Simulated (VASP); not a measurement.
Runs of VASP 6.6.1 on GdN. The structure is that of space group Fm-3m (No. 225), or close to it. The cells are those of the table. 

```csv
cell,gap on the mesh (eV),pressure (GPa),moment (μB)
"a = 3.548 Å, angles 60.0°, 2 atoms",none,(a),7.00
"a = 3.525 Å, angles 60.0°, 2 atoms",none,0.1,7.00
"a = 3.477 Å, angles 60.0°, 2 atoms",none,6.6,7.00
"a = 3.571 Å, angles 60.0°, 2 atoms",none,-5.3,7.00
```

Alike in all rows: task single point; level PBE; potentials or basis VASP PAW PBE potentials, release 64 (Gd, N); spin collinear, ferromagnetic start; k mesh 12 × 12 × 12; cutoff (eV) 520; smearing gaussian 0.05 eV.

Problem. Fill in the values left out.

Solution. (a) -2.8.

Caveats: spin-orbit coupling is left out, which moves the levels of the heavy elements; a cell with one magnetic atom can't hold antiferromagnetic order, which such compounds often take; semilocal functionals describe open f shells poorly, which spoils levels, moments and volumes; the cell stands under pressure (at least some runs); the cell stands under tension (at least some runs).

A k mesh can miss the band edges, and the runs leave out spin-orbit coupling on Gd.

A gap of «none» marks levels without a gap at the run's occupations.
